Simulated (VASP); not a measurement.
# KI in VASP: settings compared

Aim: see how the results for KI move with the level of theory and the settings. Levels: PBE, r2SCAN, HSE06. Tasks: single point.

All numbers are computed with VASP 6.6.1; they aren't measurements. Logs are shortened: lines on timing, memory, paths and dates and some standing lists are left out, and cuts for length are marked.

### Step 1. The cell of the first run

The structure is trigonal, space group R-3m (No. 166). The conventional cell has a = 6.068 Å, b = 6.068 Å, c = 7.646 Å, α = 90.00°, β = 90.00°, γ = 120.00°. Within 4.9 Å of K (site symmetry -3m) lie 8 I at 3.73 to 3.82 Å and 6 K at 4.33 Å. I (site symmetry -3m) has 8 K at 3.73 to 3.82 Å and 6 I at 4.33 Å within 4.9 Å.

### Step 2. Single point, PBE (strain along [111] +2.9%)

The input, INCAR:

```
SYSTEM = KI
PREC = Accurate ; ENCUT = 500
EDIFF = 1E-6 ; ISMEAR = -1
SIGMA = 0.02 ; LREAL = .False.
LASPH = .True. ; NELM = 120
ALGO = Normal ; ISIF = 2
LWAVE = .False. ; LCHARG = .False.
GGA = PE ; NBANDS = 15
GGA_COMPAT = .False.
```

The input, KPOINTS:

```
regular mesh
0
Gamma
  6 6 6
  0 0 0
```

The input, POSCAR:

```
KI
1.0
    4.3321399304      0.0411930897      0.0411930897
    0.0411930897      4.3321399304      0.0411930897
    0.0411930897      0.0411930897      4.3321399304
K I
1 1
Direct
    0.0000000000      0.0000000000      0.0000000000
    0.5000000000      0.5000000000      0.5000000000
```

Potentials or basis: VASP PAW PBE potentials, release 64 (K_sv, I).

The run is started by

```sh
cat potpaw_PBE.64/K_sv/POTCAR potpaw_PBE.64/I/POTCAR > POTCAR
mpirun -np 1 vasp_std > vasp.out
```

OUTCAR:

```text
SYSTEM = KI
   PREC = Accurate
   ENCUT = 500
   EDIFF = 1E-6
   ISMEAR = -1
   LREAL = .False.
   LASPH = .True.
   NELM = 120
   ISIF = 2
   GGA = PE

 ion  position               nearest neighbor table
   1  0.000  0.000  0.000-
   2  0.500  0.500  0.500-

  LATTYP: Found a trigonal (rhomboedric) cell.
 ALAT       =     4.3325316061
 COS(alpha) =     0.0191043937

  Lattice vectors:

 A1 = (   4.3321399304,   0.0411930897,   0.0411930897)
 A2 = (   0.0411930897,   4.3321399304,   0.0411930897)
 A3 = (   0.0411930897,   0.0411930897,   4.3321399304)

Analysis of symmetry for initial positions (statically):
=====================================================================
 Subroutine PRICEL returns:
 Original cell was already a primitive cell.

 Routine SETGRP: Setting up the symmetry group for a
 trigonal (rhombohedral) supercell.

 Subroutine GETGRP returns: Found 12 space group operations
 (whereof 12 operations were pure point group operations)
 out of a pool of 12 trial point group operations.

The static configuration has the point symmetry D_3d.

Analysis of symmetry for dynamics (positions and initial velocities):
=====================================================================
 Subroutine PRICEL returns:
 Original cell was already a primitive cell.

 Routine SETGRP: Setting up the symmetry group for a
 trigonal (rhombohedral) supercell.

 Subroutine GETGRP returns: Found 12 space group operations
 (whereof 12 operations were pure point group operations)
 out of a pool of 12 trial point group operations.

The dynamic configuration has the point symmetry D_3d.

 Subroutine INISYM returns: Found 12 space group operations
 (whereof 12 operations are pure point group operations),
 and found     1 'primitive' translations

----------------------------------------------------------------------------------------

                                     Primitive cell

  volume of cell :      81.2812

  direct lattice vectors                    reciprocal lattice vectors
     4.332139930  0.041193090  0.041193090     0.230874158 -0.002174639 -0.002174639
     0.041193090  4.332139930  0.041193090    -0.002174639  0.230874158 -0.002174639
     0.041193090  0.041193090  4.332139930    -0.002174639 -0.002174639  0.230874158

  length of vectors
     4.332531606  4.332531606  4.332531606     0.230894641  0.230894641  0.230894641

  position of ions in fractional coordinates (direct lattice)
     0.000000000  0.000000000  0.000000000
     0.500000000  0.500000000  0.500000000

  ion indices of the primitive-cell ions
[... 85 lines left out ...]
   PSTRESS=    0.0 pullay stress
   NELECT =      16.0000    total number of electrons
   NUPDOWN=      -1.0000    fix difference up-down
   EMIN   =  10.00;   EMAX   =-10.00  energy-range for DOS
   EFERMI =   0.00;   METHOD = LEGACY
   ISMEAR =    -1;   SIGMA  =   0.02  broadening in eV -4-tet -1-fermi 0-gaus
   EFERMI_NEDOS =   21; number of points for ismear=-14 and -15
   IALGO  =     38    algorithm
   IMIX   =      4    mixing-type and parameters
     AMIX     =   0.40;   BMIX     =  1.00
     AMIX_MAG =   1.60;   BMIX_MAG =  1.00
  volume/ion in A,a.u.               =      40.64       274.26
  Fermi-wavevector in a.u.,A,eV,Ry     =   0.952324  1.799631 12.339408  0.906921
  Thomas-Fermi vector in A             =   2.080876
   LORBIT       =      0    0 simple, 1 ext, 2 COOP (PROOUT), +10 PAW based schemes
   GGA     = PE    functional components
   LHFCALC =     F    Hartree Fock is set to
   AEXX    =    0.0000 exact exchange contribution
   IVDW    =     0    specifies the selected vdW correction
   LEPSILON=     F    determine dielectric tensor
   LRPA    =     F    only Hartree local field effects (RPA)
 non-spin polarized calculation
  energy-cutoff  :      500.00
  volume of cell :       81.28
 maximum number of plane-waves:      2084
   NGX = 15   NGY = 15   NGZ = 15

 number of electron      16.0000004 magnetization

 Free energy of the ion-electron system (eV)
  ---------------------------------------------------
  ext. energy  EPLUGINS =         0.00000000
  ---------------------------------------------------
  free energy    TOTEN  =        -5.42466698 eV

  energy without entropy =       -5.42466698  energy(sigma->0) =       -5.42466698

 E-fermi :   1.1434     XC(G=0):  -7.5944

 val. band max:        0.6970958600   @ k =   0.5000   0.5000   0.0000
 cond. band min:       3.9611842175   @ k =   0.0000   0.0000   0.0000
 fundamental gap:      3.2640883576
 Fermi energy:         1.1434226222

 k-point     1 :       0.0000    0.0000    0.0000
  band No.  band energies     occupation
      1     -28.7036      2.00000
      2     -12.1577      2.00000
      3     -12.1553      2.00000
      4     -12.1553      2.00000
      5     -10.3882      2.00000
      6       0.3366      2.00000
      7       0.3366      2.00000
      8       0.3879      2.00000
      9       3.9612      0.00000
     10       5.5212      0.00000
     11       5.5212      0.00000
     12       8.9891      0.00000
     13       8.9891      0.00000
     14       9.1639      0.00000
[... 401 lines left out ...]
      2     -12.2393      2.00000
      3     -12.2065      2.00000
      4     -12.1604      2.00000
      5     -10.0508      2.00000
      6      -1.0365      2.00000
      7      -0.6320      2.00000
      8       0.1559      2.00000
      9       5.3671      0.00000
     10       6.9478      0.00000
     11       7.2058      0.00000
     12       7.5190      0.00000
     13       8.9978      0.00000
     14       9.2247      0.00000
     15      10.1854      0.00000

 [... further k-points ...]

------------------------ aborting loop because EDIFF is reached ----------------------------------------

  FORCE on cell =-STRESS in cart. coord.  units (eV):
  Direction    XX          YY          ZZ          XY          YZ          ZX
  --------------------------------------------------------------------------------------
  -------------------------------------------------------------------------------------
  Total        0.0672143      0.0672143      0.0672143     -0.0185104     -0.0185104     -0.0185104
  in kB        1.3248966      1.3248966      1.3248966     -0.3648677     -0.3648677     -0.3648677
  external PRESSURE =       1.3248966 kB  Pullay stress =       0.0000000 kB

 VOLUME and BASIS-vectors are now :
 -----------------------------------------------------------------------------
  energy-cutoff  :      500.00
  volume of cell :       81.28
      direct lattice vectors                 reciprocal lattice vectors
     4.332139930  0.041193090  0.041193090     0.230874158 -0.002174639 -0.002174639
     0.041193090  4.332139930  0.041193090    -0.002174639  0.230874158 -0.002174639
     0.041193090  0.041193090  4.332139930    -0.002174639 -0.002174639  0.230874158

 POSITION                                       TOTAL-FORCE (eV/Angst)
 -----------------------------------------------------------------------------------
      0.00000      0.00000      0.00000        -0.000000     -0.000000      0.000000
      2.20726      2.20726      2.20726         0.000000      0.000000     -0.000000
 -----------------------------------------------------------------------------------
    total drift:                               -0.000000      0.000000     -0.000000

  FREE ENERGIE OF THE ION-ELECTRON SYSTEM (eV)
  ---------------------------------------------------
  free  energy   TOTEN  =        -5.4246669835 eV

  energy  without entropy=       -5.4246669835  energy(sigma->0) =       -5.42466698
```

OSZICAR:

```text
N       E                     dE             d eps       ncg     rms          rms(c)
DAV:   1     0.880123558589E+02    0.88012E+02   -0.64820E+03   960   0.891E+02
DAV:   2    -0.216755895928E+00   -0.88229E+02   -0.82052E+02  1227   0.213E+02
DAV:   3    -0.530141799313E+01   -0.50847E+01   -0.50615E+01  1363   0.438E+01
DAV:   4    -0.553718288763E+01   -0.23576E+00   -0.23572E+00  1516   0.833E+00
DAV:   5    -0.553916818914E+01   -0.19853E-02   -0.19853E-02  1376   0.818E-01    0.257E+00
DAV:   6    -0.544270471392E+01    0.96463E-01   -0.69734E-02  1233   0.172E+00    0.185E+00
DAV:   7    -0.542177786703E+01    0.20927E-01   -0.91501E-02  1289   0.171E+00    0.738E-01
DAV:   8    -0.542445358885E+01   -0.26757E-02   -0.13129E-02  1090   0.738E-01    0.149E-01
DAV:   9    -0.542458341464E+01   -0.12983E-03   -0.58044E-04  1373   0.158E-01    0.731E-02
DAV:  10    -0.542465078944E+01   -0.67375E-04   -0.10042E-04  1185   0.620E-02    0.156E-02
DAV:  11    -0.542466741786E+01   -0.16628E-04   -0.25157E-05  1184   0.321E-02    0.173E-02
DAV:  12    -0.542466698346E+01    0.43440E-06   -0.80481E-07  1139   0.679E-03
   1 F= -.54246670E+01 E0= -.54246670E+01  d E =-.299219E-11
```

stdout:

```text
POSCAR found type information on POSCAR K I
 POSCAR found :  2 types and       2 ions
 scaLAPACK will be used
 LDA part: xc-table for (Slater+PW92), standard interpolation
 POSCAR, INCAR and KPOINTS ok, starting setup
 FFT: planning ... GRIDC
 FFT: planning ... GRID_SOFT
 FFT: planning ... GRID
 WAVECAR not read
 entering main loop
```

Wall time 20 s (1 thread of Intel Xeon Platinum 8259CL at 2.50GHz (Skylake/Cascade Lake), shared host); peak memory 0.19 GiB.

Results:

- Free energy: -5.4247 eV
- Pressure: 0.1 GPa
- Band gap on the k mesh: 3.26 eV, indirect (least direct gap 3.57 eV)

Levels at points of the mesh, in eV from the valence-band top:
```tsv
k point	band 4	band 5	band 6	band 7	band 8	band 9	band 10	band 11	band 12	band 13
(0.00, 0.00, 0.00)	-12.85	-11.09	-0.36	-0.36	-0.31	3.26	4.82	4.82	8.29	8.29
(0.50, 0.00, 0.00)	-12.84	-10.82	-2.19	-0.30	-0.24	5.41	6.21	6.90	7.07	8.53
(0.50, 0.50, 0.00)	-12.84	-10.76	-1.65	-1.62	0.00	3.94	5.69	6.81	6.81	8.85
(0.50, 0.50, 0.50)	-12.91	-10.61	-1.59	-1.56	-1.56	5.49	5.69	5.69	8.60	8.81
```

Caveat: the cell differs from its parent crystal (strain along [111] +2.9%); spin-orbit coupling is left out, which moves the levels of the heavy elements. A k mesh can miss the band edges.

### Step 3. Single point, PBE (uniaxial x strain -2.0%)

The input, INCAR:

```
PREC = Accurate
ENCUT = 500
EDIFF = 1E-6
ISMEAR = -1
SIGMA = 0.02
LREAL = F
LASPH = T
NELM = 120
ALGO = Normal
ISIF = 2
LWAVE = F
LCHARG = F
GGA = PE
NBANDS = 15
GGA_COMPAT = F
```

The input, KPOINTS:

```
regular mesh
0
Gamma
  6 6 6
```

The input, POSCAR:

```
KI
1.0
    4.2038406198      0.0000000000      0.0000000000
    0.0000000000      4.2909468407      0.0000000000
    0.0000000000      0.0000000000      4.2909468407
K I
1 1
Direct
    0.0000000000      0.0000000000      0.0000000000
    0.5000000000      0.5000000000      0.5000000000
```

Potentials or basis: VASP PAW PBE potentials, release 64 (K_sv, I).

The run is started by

```sh
cat potpaw_PBE.64/K_sv/POTCAR potpaw_PBE.64/I/POTCAR > POTCAR
mpirun -np 1 vasp_std > vasp.out
```

Run time: 23 s. Hardware: 1 thread of Intel Xeon Platinum 8259CL at 2.50GHz (Skylake/Cascade Lake), shared host; peak memory 0.2 GiB.

The run converged. Its results:

```yaml
Free_energy: -5.4118 eV
Pressure: 0.8 GPa
Band_gap_on_the_k_mesh: 3.30 eV, indirect (least direct gap 3.65 eV)
```

Stress tensor (GPa, compression positive):
```
1.27 0.00 0.00
0.00 0.62 0.00
0.00 0.00 0.62
```

Levels at points of the mesh, in eV from the valence-band top:
| k point | band 6 | band 7 | band 8 | band 9 | band 10 | band 11 |
| --- | --- | --- | --- | --- | --- | --- |
| (0.00, 0.00, 0.00) | -0.50 | -0.50 | -0.35 | 3.30 | 4.60 | 4.70 |
| (0.50, 0.00, 0.00) | -2.45 | -0.40 | -0.40 | 5.45 | 6.11 | 6.95 |
| (0.00, 0.50, 0.00) | -2.44 | -0.44 | -0.28 | 5.46 | 6.07 | 6.97 |
| (0.50, 0.50, 0.00) | -1.87 | -1.81 | -0.11 | 3.84 | 5.58 | 6.63 |
| (0.00, 0.50, 0.50) | -1.85 | -1.85 | 0.00 | 3.79 | 5.72 | 6.83 |
| (0.50, 0.50, 0.50) | -1.83 | -1.78 | -1.78 | 5.55 | 5.55 | 5.59 |

Caveat: the cell differs from its parent crystal (uniaxial x strain -2.0%); spin-orbit coupling is left out, which moves the levels of the heavy elements.

### Step 4. Single point, r2SCAN (strain along [111] +2.9%)

The input, POSCAR:

```
KI
1.0
    4.3321399304      0.0411930897      0.0411930897
    0.0411930897      4.3321399304      0.0411930897
    0.0411930897      0.0411930897      4.3321399304
K I
1 1
Direct
    0.0000000000      0.0000000000      0.0000000000
    0.5000000000      0.5000000000      0.5000000000
```

The input, INCAR.step1:

```
SYSTEM = KI
  ALGO = Normal
  EDIFF = 1E-5
  ENCUT = 550
  GGA = PE
  GGA_COMPAT = .False.
  ISMEAR = 0
  LASPH = .True.
  LCHARG = .False.
  LREAL = .False.
  LWAVE = .True.
  NBANDS = 15
  NELM = 120
  PREC = Accurate
  SIGMA = 0.01
```

The input, INCAR.step2:

```
SYSTEM = KI
  ALGO = Normal
  EDIFF = 1E-6
  ENCUT = 550
  GGA_COMPAT = .False.
  ISIF = 2
  ISMEAR = 0
  ISTART = 1
  LASPH = .True.
  LCHARG = .False.
  LMIXTAU = .True.
  LREAL = .False.
  LWAVE = .False.
  METAGGA = R2SCAN
  NBANDS = 15
  NELM = 120
  PREC = Accurate
  SIGMA = 0.01
```

The input, KPOINTS:

```
k-points
0
Gamma
  6 6 6
  0 0 0
```

Potentials or basis: VASP PAW PBE potentials, release 64 (K_sv, I).

The run is started by

```sh
cat potpaw_PBE.64/K_sv/POTCAR potpaw_PBE.64/I/POTCAR > POTCAR
cp INCAR.step1 INCAR
mpirun -np 1 vasp_std > vasp.out
cp INCAR.step2 INCAR
mpirun -np 1 vasp_std > vasp.out
```

OUTCAR:

```text
SYSTEM = KI
   EDIFF = 1E-6
   ENCUT = 550
   ISIF = 2
   ISMEAR = 0
   ISTART = 1
   LASPH = .True.
   LREAL = .False.
   METAGGA = R2SCAN
   NELM = 120
   PREC = Accurate

 ion  position               nearest neighbor table
   1  0.000  0.000  0.000-
   2  0.500  0.500  0.500-

  LATTYP: Found a trigonal (rhomboedric) cell.
 ALAT       =     4.3325316061
 COS(alpha) =     0.0191043937

  Lattice vectors:

 A1 = (   4.3321399304,   0.0411930897,   0.0411930897)
[... 616 lines left out ...]

 [... further k-points ...]

------------------------ aborting loop because EDIFF is reached ----------------------------------------

  FORCE on cell =-STRESS in cart. coord.  units (eV):
  Direction    XX          YY          ZZ          XY          YZ          ZX
  --------------------------------------------------------------------------------------
  -------------------------------------------------------------------------------------
  Total       -0.1860196     -0.1860196     -0.1860196     -0.0213404     -0.0213404     -0.0213404
  in kB       -3.6667301     -3.6667301     -3.6667301     -0.4206521     -0.4206521     -0.4206521
  external PRESSURE =      -3.6667301 kB  Pullay stress =       0.0000000 kB

 VOLUME and BASIS-vectors are now :
 -----------------------------------------------------------------------------
  energy-cutoff  :      550.00
  volume of cell :       81.28
      direct lattice vectors                 reciprocal lattice vectors
     4.332139930  0.041193090  0.041193090     0.230874158 -0.002174639 -0.002174639
     0.041193090  4.332139930  0.041193090    -0.002174639  0.230874158 -0.002174639
     0.041193090  0.041193090  4.332139930    -0.002174639 -0.002174639  0.230874158

 POSITION                                       TOTAL-FORCE (eV/Angst)
 -----------------------------------------------------------------------------------
      0.00000      0.00000      0.00000        -0.000000      0.000000     -0.000000
      2.20726      2.20726      2.20726         0.000000     -0.000000      0.000000
 -----------------------------------------------------------------------------------
    total drift:                                0.000000      0.000000      0.000000

  FREE ENERGIE OF THE ION-ELECTRON SYSTEM (eV)
  ---------------------------------------------------
  free  energy   TOTEN  =       -33.8620433524 eV

  energy  without entropy=      -33.8620433524  energy(sigma->0) =      -33.86204335
```

OUTCAR.step1:

```text
SYSTEM = KI
   EDIFF = 1E-5
   ENCUT = 550
   GGA = PE
   ISMEAR = 0
   LASPH = .True.
   LREAL = .False.
[... 654 lines left out ...]
      0.00000      0.00000      0.00000         0.000000     -0.000000     -0.000000
      2.20726      2.20726      2.20726        -0.000000      0.000000      0.000000
 -----------------------------------------------------------------------------------
    total drift:                                0.000000      0.000000      0.000000

  FREE ENERGIE OF THE ION-ELECTRON SYSTEM (eV)
  ---------------------------------------------------
  free  energy   TOTEN  =        -5.4248900550 eV

  energy  without entropy=       -5.4248900550  energy(sigma->0) =       -5.42489005
```

It took 1.7 min on 1 thread of Intel Xeon Platinum 8259CL at 2.50GHz (Skylake/Cascade Lake), shared host; peak memory 0.23 GiB.

Results:

- Free energy: -33.8620 eV
- Pressure: -0.4 GPa
- Band gap on the k mesh: 3.97 eV, indirect (least direct gap 4.28 eV)

Levels at points of the mesh, in eV from the valence-band top:
```
           k point  band 4  band 5  band 6  band 7  band 8  band 9  band 10  band 11  band 12  band 13
(0.00, 0.00, 0.00)  -13.28  -11.41   -0.37   -0.37   -0.32    3.97     5.32     5.32     9.01     9.01
(0.50, 0.00, 0.00)  -13.27  -11.13   -2.20   -0.30   -0.24    6.06     6.75     7.62     7.65     9.28
(0.50, 0.50, 0.00)  -13.27  -11.07   -1.69   -1.65    0.00    4.47     6.35     7.43     7.44     9.55
(0.50, 0.50, 0.50)  -13.34  -10.90   -1.62   -1.59   -1.59    5.99     6.20     6.20     9.39     9.60
```

Caveat: the cell differs from its parent crystal (strain along [111] +2.9%); the PAW data sets were made with another functional, which shifts forces and pressure a little; spin-orbit coupling is left out, which moves the levels of the heavy elements.

(Part 1 of 2 ends here.)
